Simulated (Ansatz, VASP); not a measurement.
# One calculation of Ba2SeS, two programs

```xyz
4
Lattice="4.7152 0.0000 0.0000 0.0000 4.7152 0.0000 0.0000 0.0000 6.6695" Properties=species:S:1:pos:R:3 pbc="T T T"
S     0.0000    0.0000    0.0000
Ba    0.0000    0.0000    3.3348
Ba    2.3576    2.3576    0.0000
Se    2.3576    2.3576    3.3348
```

Alike in both runs: task single point; functional r2SCAN; k mesh 4 × 4 × 4; no spin polarisation.

|  | VASP | Ansatz |
| --- | --- | --- |
| version | VASP 6.6.1 | Ansatz 0.2.0 |
| potentials or method | VASP PAW PBE potentials, release 64 (S, Ba_sv, Se) | plane waves, PAW |
| plane-wave cutoff (eV) | 520 | 500 |
| occupations | gaussian, width 0.01 eV | fixed |
| valence electrons in the cell | 32 | 42 |

Ansatz gave:

- gap on the k mesh at the Fermi level (eV): 2.54
- pressure (GPa): -2.1

Estimate VASP's values.

gap on the k mesh at the Fermi level (eV): 2.47; pressure (GPa): -1.7.

VASP's potentials were made for PBE, not for r2SCAN. VASP's potentials hold 32 valence electrons a cell and Ansatz's 42, so a difference there can come from the potentials and not from the codes.

Spin-orbit coupling is off throughout.
